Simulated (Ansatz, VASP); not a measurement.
One calculation of Si5F, two programs

```
Si F
1.0
     5.05972    0.00000    0.00000
    -2.52986    4.38185    0.00000
     0.00000    0.00000    4.09956
Si F
5 1
Direct
  0.00000 0.50000 0.50000
  0.33333 0.66667 0.00000
  0.66667 0.33333 0.00000
  0.50000 0.00000 0.50000
  0.50000 0.50000 0.50000
  0.00000 0.00000 0.00000
```

Change from the starting cell: species swapped into the DyNi5 type (P6/mmm, No. 191).

Alike in both runs: task single point; functional PBE; k mesh 6 × 6 × 4; occupations gaussian, width 0.1 eV; no spin polarisation.

```csv
,VASP,Ansatz
version,VASP 6.6.1,Ansatz 0.2.0
potentials or method,"VASP PAW PBE potentials, release 64 (Si, F), cutoff 520 eV","scalar-relativistic, plane waves, PAW"
valence electrons in the cell,27,27
```

|  | VASP | Ansatz | Ansatz less VASP |
| --- | --- | --- | --- |
| gap on the k mesh at the Fermi level (eV) | none | none | - |
| pressure (GPa) | 2.7 | 2.8 | +0.12 |
| traceless stress, the component that is largest in VASP (GPa) | 4.29 | 4.32 | +0.024 |

A gap of «none» marks a metal or a gap that the smearing closes.

The k mesh is coarse, so the values compare programs but aren't converged.
